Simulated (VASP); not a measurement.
# CaSe (F-43m) in VASP: a series of runs

CaSe is run at these levels: PBEsol; tasks: single point.

Everything below comes from runs of VASP 6.6.1. Logs are shortened: lines on timing, memory, paths and dates and some standing lists are left out, and cuts for length are marked.

### 1 The cell of the first run

It takes space group F-43m (No. 216, cubic). Conventional cell: a = 6.687 Å, b = 6.687 Å, c = 6.687 Å, α = 90.00°, β = 90.00°, γ = 90.00°. Ca (site symmetry -43m) has 4 Se at 2.90 Å within 3.8 Å. Se (site symmetry -43m) has 4 Ca at 2.90 Å within 3.8 Å.

### 2 Single point, PBEsol

File INCAR:

```
  PREC = Accurate
  ENCUT = 500
  EDIFF = 1E-6
  ISMEAR = 0
  SIGMA = 0.01
  LREAL = False
  LASPH = True
  NELM = 120
  ALGO = Normal
  ISIF = 2
  LWAVE = False
  LCHARG = False
  GGA = PS
  NBANDS = 15
  GGA_COMPAT = False
```

File KPOINTS:

```
Automatic mesh
0
Gamma
  6 6 6
```

File POSCAR:

```
CaSe
1.0
    0.0000000000      3.3434260326      3.3434260326
    3.3434260326      0.0000000000      3.3434260326
    3.3434260326      3.3434260326      0.0000000000
Ca Se
1 1
Direct
    0.0000000000      0.0000000000      0.0000000000
    0.7500000000      0.7500000000      0.7500000000
```

Potentials or basis: VASP PAW PBE potentials, release 64 (Ca_sv, Se).

Started as:

```console
> cat potpaw_PBE.64/Ca_sv/POTCAR potpaw_PBE.64/Se/POTCAR > POTCAR
> mpirun -np 1 vasp_std > vasp.out
```

OUTCAR:

```text
PREC = Accurate
   ENCUT = 500
   EDIFF = 1E-6
   ISMEAR = 0
   LREAL = False
   LASPH = True
   NELM = 120
   ISIF = 2
   GGA = PS

 ion  position               nearest neighbor table
   1  0.000  0.000  0.000-   2 2.90   2 2.90   2 2.90   2 2.90
   2  0.750  0.750  0.750-   1 2.90   1 2.90   1 2.90   1 2.90

  LATTYP: Found a face centered cubic cell.
 ALAT       =     6.6868520652

  Lattice vectors:

 A1 = (   0.0000000000,   3.3434260326,   3.3434260326)
 A2 = (   3.3434260326,   0.0000000000,   3.3434260326)
 A3 = (   3.3434260326,   3.3434260326,   0.0000000000)

Analysis of symmetry for initial positions (statically):
=====================================================================
 Subroutine PRICEL returns:
 Original cell was already a primitive cell.

 Routine SETGRP: Setting up the symmetry group for a
 face centered cubic supercell.

 Subroutine GETGRP returns: Found 24 space group operations
 (whereof 24 operations were pure point group operations)
 out of a pool of 48 trial point group operations.

The static configuration has the point symmetry T_d .

Analysis of symmetry for dynamics (positions and initial velocities):
=====================================================================
 Subroutine PRICEL returns:
 Original cell was already a primitive cell.

 Routine SETGRP: Setting up the symmetry group for a
 face centered cubic supercell.

 Subroutine GETGRP returns: Found 24 space group operations
 (whereof 24 operations were pure point group operations)
 out of a pool of 48 trial point group operations.

The dynamic configuration has the point symmetry T_d .

 Subroutine INISYM returns: Found 24 space group operations
 (whereof 24 operations are pure point group operations),
 and found     1 'primitive' translations

----------------------------------------------------------------------------------------

                                     Primitive cell

  volume of cell :      74.7490

  direct lattice vectors                    reciprocal lattice vectors
     0.000000000  3.343426033  3.343426033    -0.149547200  0.149547200  0.149547200
     3.343426033  0.000000000  3.343426033     0.149547200 -0.149547200  0.149547200
     3.343426033  3.343426033  0.000000000     0.149547200  0.149547200 -0.149547200

  length of vectors
     4.728318440  4.728318440  4.728318440     0.259023348  0.259023348  0.259023348

  position of ions in fractional coordinates (direct lattice)
     0.000000000  0.000000000  0.000000000
     0.750000000  0.750000000  0.750000000

  ion indices of the primitive-cell ions
   primitive index   ion index
                 1           1
                 2           2

----------------------------------------------------------------------------------------

 KPOINTS: Automatic mesh

Automatic generation of k-mesh.
 Grid dimensions read from file:
 generate k-points for:    6    6    6

 Generating k-lattice:

  Cartesian coordinates                     Fractional coordinates (reciprocal lattice)
    -0.024924533  0.024924533  0.024924533     0.166666667  0.000000000  0.000000000
     0.024924533 -0.024924533  0.024924533     0.000000000  0.166666667  0.000000000
     0.024924533  0.024924533 -0.024924533     0.000000000  0.000000000  0.166666667

  Length of vectors
     0.043170558  0.043170558  0.043170558

  Shift w.r.t. Gamma in fractional coordinates (k-lattice)
     0.000000000  0.000000000  0.000000000

 Subroutine IBZKPT returns following result:
 ===========================================

 Found     16 irreducible k-points:

 Following reciprocal coordinates:
            Coordinates               Weight
  0.000000  0.000000  0.000000      1.000000
  0.166667  0.000000  0.000000      8.000000
  0.333333  0.000000  0.000000      8.000000
  0.500000  0.000000  0.000000      4.000000
  0.166667  0.166667  0.000000      6.000000
  0.333333  0.166667  0.000000     24.000000
[... 8 lines left out ...]
 -0.333333  0.333333  0.166667     24.000000
 -0.333333  0.500000  0.166667     12.000000
   k-points           NKPTS =     16   k-points in BZ     NKDIM =     16   number of bands    NBANDS=     15
   number of dos      NEDOS =    301   number of ions     NIONS =      2
   total plane-waves  NPLWV =  46656
   dimension x,y,z NGX =    36 NGY =   36 NGZ =   36
   dimension x,y,z NGXF=    72 NGYF=   72 NGZF=   72
   ions per type =               1   1
   NGX,Y,Z   is equivalent  to a cutoff of  12.66, 12.66, 12.66 a.u.
   NGXF,Y,Z  is equivalent  to a cutoff of  25.31, 25.31, 25.31 a.u.
 SYSTEM =  unknown system
   PREC   = accura    normal or accurate (medium, high low for compatibility)
   ISTART =      0    job   : 0-new  1-cont  2-samecut
   ICHARG =      2    charge: 1-file 2-atom 10-const
   ISPIN  =      1    spin polarized calculation?
   LNONCOLLINEAR =      F non collinear calculations
   LSORBIT =      F    spin-orbit coupling
   LASPH  =      T    aspherical Exc in radial PAW
   ENCUT  =  500.0 eV  36.75 Ry    6.06 a.u.   8.62  8.62  8.62*2*pi/ulx,y,z
   NELM   =    120;   NELMIN=  2; NELMDL= -5     # of ELM steps
   EDIFF  = 0.1E-05   stopping-criterion for ELM
   LREAL  =      F    real-space projection
   EDIFFG = 0.1E-04   stopping-criterion for IOM
   NSW    =      0    number of steps for IOM
   IBRION =     -1    ionic relax: 0-MD 1-quasi-New 2-CG
   NFREE  =      0    steps in history (QN), initial steepest desc. (CG)
   ISIF   =      2    stress and relaxation
   ISYM   =      2    0-nonsym 1-usesym 2-fastsym
   POTIM  = 0.5000    time-step for ionic-motion
   TEBEG  =    0.0;   TEEND  =   0.0 temperature during run
   PSTRESS=    0.0 pullay stress
   NELECT =      16.0000    total number of electrons
   NUPDOWN=      -1.0000    fix difference up-down
   EMIN   =  10.00;   EMAX   =-10.00  energy-range for DOS
   EFERMI =   0.00;   METHOD = LEGACY
   ISMEAR =     0;   SIGMA  =   0.01  broadening in eV -4-tet -1-fermi 0-gaus
   EFERMI_NEDOS =   21; number of points for ismear=-14 and -15
   IALGO  =     38    algorithm
   IMIX   =      4    mixing-type and parameters
     AMIX     =   0.40;   BMIX     =  1.00
     AMIX_MAG =   1.60;   BMIX_MAG =  1.00
  volume/ion in A,a.u.               =      37.37       252.22
  Fermi-wavevector in a.u.,A,eV,Ry     =   0.979294  1.850597 13.048216  0.959017
  Thomas-Fermi vector in A             =   2.110136
   LORBIT       =      0    0 simple, 1 ext, 2 COOP (PROOUT), +10 PAW based schemes
   GGA     = PS    functional components
   LHFCALC =     F    Hartree Fock is set to
   AEXX    =    0.0000 exact exchange contribution
   IVDW    =     0    specifies the selected vdW correction
   LEPSILON=     F    determine dielectric tensor
   LRPA    =     F    only Hartree local field effects (RPA)
 non-spin polarized calculation
 Gauss-broadening in eV      SIGMA  =   0.01
  energy-cutoff  :      500.00
  volume of cell :       74.75
 maximum number of plane-waves:      1917
 NGX is ok and might be reduce to    36
   NGX = 17   NGY = 17   NGZ = 17

 number of electron      15.9999996 magnetization

 Free energy of the ion-electron system (eV)
  ---------------------------------------------------
  ext. energy  EPLUGINS =         0.00000000
  ---------------------------------------------------
  free energy    TOTEN  =        -9.38250121 eV

  energy without entropy =       -9.38250121  energy(sigma->0) =       -9.38250121

 E-fermi :  -0.5278     XC(G=0):  -7.5845

 val. band max:       -0.6269606127   @ k =  -0.3333   0.1667   0.0000
 cond. band min:       2.2612975555   @ k =   0.0000   0.0000   0.0000
 fundamental gap:      2.8882581682
 Fermi energy:        -0.5278057778

 k-point     1 :       0.0000    0.0000    0.0000
  band No.  band energies     occupation
      1     -39.7327      2.00000
      2     -20.8141      2.00000
      3     -20.8141      2.00000
      4     -20.8141      2.00000
      5     -10.9049      2.00000
      6      -0.7013      2.00000
      7      -0.7013      2.00000
      8      -0.7013      2.00000
      9       2.2613      0.00000
     10       4.5949      0.00000
     11       4.5949      0.00000
     12       6.4629      0.00000
     13       6.4629      0.00000
     14       6.4629      0.00000
     15       8.0945      0.00000

 k-point     2 :       0.1667    0.0000    0.0000
  band No.  band energies     occupation
      1     -39.7323      2.00000
      2     -20.8227      2.00000
      3     -20.8151      2.00000
      4     -20.8151      2.00000
      5     -10.8500      2.00000
      6      -1.1037      2.00000
      7      -0.6822      2.00000
      8      -0.6822      2.00000
      9       3.0104      0.00000
     10       4.4858      0.00000
     11       4.4858      0.00000
     12       6.0127      0.00000
     13       6.4320      0.00000
     14       6.4320      0.00000
     15       7.4376      0.00000

 k-point     3 :       0.3333    0.0000    0.0000
  band No.  band energies     occupation
      1     -39.7317      2.00000
      2     -20.8398      2.00000
      3     -20.8173      2.00000
      4     -20.8173      2.00000
      5     -10.7391      2.00000
      6      -1.6207      2.00000
      7      -0.6504      2.00000
      8      -0.6504      2.00000
      9       4.0733      0.00000
     10       4.5002      0.00000
     11       4.5002      0.00000
     12       5.1879      0.00000
     13       5.9572      0.00000
     14       5.9572      0.00000
     15       7.1760      0.00000

 k-point     4 :       0.5000    0.0000    0.0000
  band No.  band energies     occupation
      1     -39.7314      2.00000
      2     -20.8483      2.00000
      3     -20.8183      2.00000
      4     -20.8183      2.00000
      5     -10.6830      2.00000
      6      -1.8084      2.00000
      7      -0.6378      2.00000
      8      -0.6378      2.00000
      9       4.2494      0.00000
     10       4.6880      0.00000
     11       4.6880      0.00000
     12       4.8780      0.00000
     13       5.5184      0.00000
     14       5.5184      0.00000
     15       7.7867      0.00000
[... 163 lines left out ...]
 k-point    14 :       0.5000    0.3333    0.1667
  band No.  band energies     occupation
      1     -39.7313      2.00000
      2     -20.8426      2.00000
      3     -20.8253      2.00000
      4     -20.8206      2.00000
      5     -10.6664      2.00000
      6      -1.5725      2.00000
      7      -0.9413      2.00000
      8      -0.6688      2.00000
      9       3.4687      0.00000
     10       4.2990      0.00000
     11       4.9348      0.00000
     12       5.6130      0.00000
     13       5.8800      0.00000
     14       6.0466      0.00000
     15       7.7848      0.00000

 k-point    15 :      -0.3333    0.3333    0.1667
  band No.  band energies     occupation
      1     -39.7311      2.00000
      2     -20.8453      2.00000
      3     -20.8281      2.00000
      4     -20.8221      2.00000
      5     -10.6296      2.00000
      6      -1.4698      2.00000
      7      -1.1593      2.00000
      8      -0.6833      2.00000
      9       3.2979      0.00000
     10       4.2549      0.00000
     11       4.8573      0.00000
     12       5.5938      0.00000
     13       5.8416      0.00000
     14       6.6489      0.00000
     15       7.9636      0.00000

 k-point    16 :      -0.3333    0.5000    0.1667
  band No.  band energies     occupation
      1     -39.7310      2.00000
      2     -20.8470      2.00000
      3     -20.8276      2.00000
      4     -20.8244      2.00000
      5     -10.6116      2.00000
      6      -1.5733      2.00000
      7      -1.0125      2.00000
      8      -0.7264      2.00000
      9       2.9830      0.00000
     10       4.1943      0.00000
     11       5.0723      0.00000
     12       5.3514      0.00000
     13       5.7936      0.00000
     14       7.2575      0.00000
     15       8.0197      0.00000

------------------------ aborting loop because EDIFF is reached ----------------------------------------

  FORCE on cell =-STRESS in cart. coord.  units (eV):
  Direction    XX          YY          ZZ          XY          YZ          ZX
  --------------------------------------------------------------------------------------
  -------------------------------------------------------------------------------------
  Total       -1.1134804     -1.1134804     -1.1134804      0.0000000      0.0000000      0.0000000
  in kB      -23.8664598    -23.8664598    -23.8664598      0.0000000      0.0000000      0.0000000
  external PRESSURE =     -23.8664598 kB  Pullay stress =       0.0000000 kB

 VOLUME and BASIS-vectors are now :
 -----------------------------------------------------------------------------
  energy-cutoff  :      500.00
  volume of cell :       74.75
      direct lattice vectors                 reciprocal lattice vectors
     0.000000000  3.343426033  3.343426033    -0.149547200  0.149547200  0.149547200
     3.343426033  0.000000000  3.343426033     0.149547200 -0.149547200  0.149547200
     3.343426033  3.343426033  0.000000000     0.149547200  0.149547200 -0.149547200

 POSITION                                       TOTAL-FORCE (eV/Angst)
 -----------------------------------------------------------------------------------
      0.00000      0.00000      0.00000        -0.000000     -0.000000     -0.000000
      5.01514      5.01514      5.01514         0.000000      0.000000      0.000000
 -----------------------------------------------------------------------------------
    total drift:                               -0.000000     -0.000000     -0.000000

  FREE ENERGIE OF THE ION-ELECTRON SYSTEM (eV)
  ---------------------------------------------------
  free  energy   TOTEN  =        -9.3825012066 eV

  energy  without entropy=       -9.3825012066  energy(sigma->0) =       -9.38250121
```

It took 38 s on 1 thread of Intel Xeon 8259CL, shared host; peak memory 0.21 GiB.

Results:

* Free energy: -9.3825 eV
* Pressure: -2.4 GPa
* Band gap on the k mesh: 2.89 eV (least direct gap 2.96 eV)

Levels at points of the mesh, in eV from the valence-band top:
```csv
k point,band 6,band 7,band 8,band 9,band 10,band 11
"(0.00, 0.00, 0.00)",-0.07,-0.07,-0.07,2.89,5.22,5.22
"(0.50, 0.00, 0.00)",-1.18,-0.01,-0.01,4.88,5.31,5.31
"(0.50, 0.50, 0.00)",-1.19,-0.05,-0.05,3.44,4.79,5.90
```

Caveat: the PAW data sets were made with another functional, which shifts forces and pressure a little.

### 3 Single point, PBEsol

This run uses another cell than the first one, of 38.45 Å³/atom.

File INCAR:

```
  ALGO = Normal
  EDIFF = 1E-6
  ENCUT = 500
  GGA = PS
  GGA_COMPAT = False
  ISIF = 2
  ISMEAR = 0
  LASPH = True
  LCHARG = True
  LELF = True
  LREAL = False
  LVHAR = True
  LWAVE = False
  NBANDS = 15
  NELM = 120
  PREC = Accurate
  SIGMA = 0.01
```

File KPOINTS:

```
k-points
0
Gamma
  6 6 6
```

File POSCAR:

```
CaSe
1.0
    0.0000000000      3.3752701018      3.3752701018
    3.3752701018      0.0000000000      3.3752701018
    3.3752701018      3.3752701018      0.0000000000
Ca Se
1 1
Direct
    0.0000000000      0.0000000000      0.0000000000
    0.7500000000      0.7500000000      0.7500000000
```

Potentials or basis: VASP PAW PBE potentials, release 64 (Ca_sv, Se).

Started as:

```console
> cat potpaw_PBE.64/Ca_sv/POTCAR potpaw_PBE.64/Se/POTCAR > POTCAR
> mpirun -np 1 vasp_std > vasp.out
```

It took 39 s on 1 thread of Intel Xeon 8259CL, shared host; peak memory 0.21 GiB.

The run converged. Its results:

```yaml
Free_energy: -9.3462 eV
Pressure: -3.0 GPa
Band_gap_on_the_k_mesh: 2.81 eV (least direct gap 2.87 eV)
```

Levels at points of the mesh, in eV from the valence-band top:
| k point | band 4 | band 5 | band 6 | band 7 | band 8 | band 9 | band 10 | band 11 | band 12 | band 13 |
| --- | --- | --- | --- | --- | --- | --- | --- | --- | --- | --- |
| (0.00, 0.00, 0.00) | -20.30 | -10.25 | -0.07 | -0.07 | -0.07 | 2.81 | 5.15 | 5.15 | 6.94 | 6.94 |
| (0.50, 0.00, 0.00) | -20.31 | -10.05 | -1.15 | -0.01 | -0.01 | 4.81 | 5.24 | 5.24 | 5.39 | 6.04 |
| (0.50, 0.50, 0.00) | -20.31 | -9.98 | -1.15 | -0.06 | -0.06 | 3.43 | 4.73 | 5.80 | 5.80 | 5.81 |

Caveat: the cell stands under tension; the PAW data sets were made with another functional, which shifts forces and pressure a little. A k mesh can miss the band edges.
